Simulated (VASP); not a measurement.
Here is a VASP 6.6.1 calculation.

File INCAR:

```
PREC = Accurate ; ENCUT = 600
EDIFF = 1E-6 ; ISMEAR = 0
SIGMA = 0.1 ; LREAL = F
LASPH = T ; NELM = 80
ALGO = Normal ; ISIF = 3
LWAVE = F ; LCHARG = F
GGA = PE ; IBRION = 2
NSW = 100 ; EDIFFG = -0.01
```

File KPOINTS:

```
regular mesh
0
Gamma
  8 8 8
```

Contents of POSCAR:

```
CaBiCl3
1.0
    5.6320657957      0.0000000000      0.0000000000
    0.0000000000      5.6320657957      0.0000000000
    0.0000000000      0.0000000000      5.6320657957
Ca Bi Cl
1 1 3
Direct
    0.0000000000      0.0000000000      0.0000000000
    0.5000000000      0.5000000000      0.5000000000
    0.0000000000      0.5000000000      0.5000000000
    0.5000000000      0.0000000000      0.5000000000
    0.5000000000      0.5000000000      0.0000000000
```

Potentials or basis: VASP PAW PBE potentials, release 64 (Ca_sv, Bi_d, Cl).

Run with:

```bash
$ cat potpaw_PBE.64/Ca_sv/POTCAR potpaw_PBE.64/Bi_d/POTCAR potpaw_PBE.64/Cl/POTCAR > POTCAR
$ mpirun -np 1 vasp_std > vasp.out
```

Task: What does it give for the space group after relaxing (to 0.1 Å)?

Result: Pm-3m (No. 221).

Task: Estimate the relaxed cell.

Result: a = 5.653 Å, b = 5.653 Å, c = 5.653 Å, α = 90.00°, β = 90.00°, γ = 90.00°.

Task: Predict the band gap on the k mesh.

Result: Zero (bands 23 and 24 overlap by 1.06 eV).

Final structure:
```
Ca Bi Cl
1.0
     5.65307    0.00000    0.00000
     0.00000    5.65307    0.00000
     0.00000    0.00000    5.65307
Ca Bi Cl
1 1 3
Cartesian
  0.0000 0.0000 0.0000
  2.8265 2.8265 2.8265
  0.0000 2.8265 2.8265
  2.8265 0.0000 2.8265
  2.8265 2.8265 0.0000
```

Caveat: spin-orbit coupling is left out, which moves the levels of the heavy elements.
